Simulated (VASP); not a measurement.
Ti12B (a cell with a defect): single point with PBE

The system is Ti12B (a cell with a defect).

```xyz
13
Lattice="5.9000 0.0000 0.0000 -4.4250 7.6643 0.0000 0.0000 0.0000 4.6846" Properties=species:S:1:pos:R:3 pbc="T T T"
Ti   -0.1361   -0.0170   -0.0847
Ti   -0.5666    1.6629    2.0868
Ti   -2.2696    2.8267    0.2224
Ti   -1.2445    4.2331    2.5920
Ti   -2.7486    5.3630    0.4727
Ti   -3.3856    6.9110    2.3290
Ti    2.7602    0.1873    0.1766
Ti    2.9660    1.7419    2.6934
Ti    0.9588    3.0762   -0.5350
Ti    1.5774    4.6315    2.1201
Ti   -0.0033    4.9897   -0.2479
Ti   -0.4176    6.7363    2.3152
B     1.4202    1.3462    1.0961
```

| Quantity | Value |
| --- | --- |
| Program | VASP 6.6.1 |
| Task | single point |
| Functional | PBE |
| Potentials or basis | VASP PAW PBE potentials, release 64 (Ti_sv, B) |
| Cutoff | 520 eV |
| k mesh | 3 × 2 × 3 |
| Occupations | fermi-dirac, width 0.15 eV |
| Spin | no spin polarisation |

```
Pressure               : 5.6 GPa
Largest force          : 3.224 eV/Å
Band gap on the k mesh : zero (an odd number of electrons rules out a gap without spin polarisation)
```

Forces on the atoms (eV/Å):
```
Ti  -0.471  0.403  0.146
Ti   1.474 -0.234 -0.075
Ti   0.858 -0.217  0.523
Ti  -1.807 -0.502 -1.192
Ti   0.368  0.114 -2.531
Ti   1.017  2.238  0.665
Ti   1.725 -1.434 -1.079
Ti  -1.849 -0.097 -0.779
Ti   0.556 -2.726  1.440
Ti  -0.779 -1.898  0.520
Ti   0.178  2.605  1.891
Ti   0.295  0.402 -0.114
B   -1.565  1.346  0.584
```

Stress tensor (GPa, compression positive):
```
 3.13 -3.47 -0.57
-3.47  7.41  1.70
-0.57  1.70  6.36
```

Levels at points of the mesh, in eV from the Fermi level:
| k point | band 70 | band 71 | band 72 | band 73 | band 74 | band 75 | band 76 | band 77 |
| --- | --- | --- | --- | --- | --- | --- | --- | --- |
| (0.00, 0.00, 0.00) | -0.40 | -0.36 | -0.21 | -0.09 | 0.09 | 0.15 | 0.21 | 0.23 |
| (0.00, 0.50, 0.00) | -0.37 | -0.26 | -0.17 | -0.05 | 0.04 | 0.13 | 0.19 | 0.38 |

Wall time 12 min on 1 thread of Intel(R) Xeon(R) Platinum 8259CL CPU @ 2.50GHz (Skylake/Cascade Lake), with other jobs on the host, peak memory 0.39 GiB.

Caveat: the k points lie up to 0.45 Å⁻¹ apart, too coarse for converged energies and pressures of a metal; the atoms stand as in a frame of molecular dynamics.
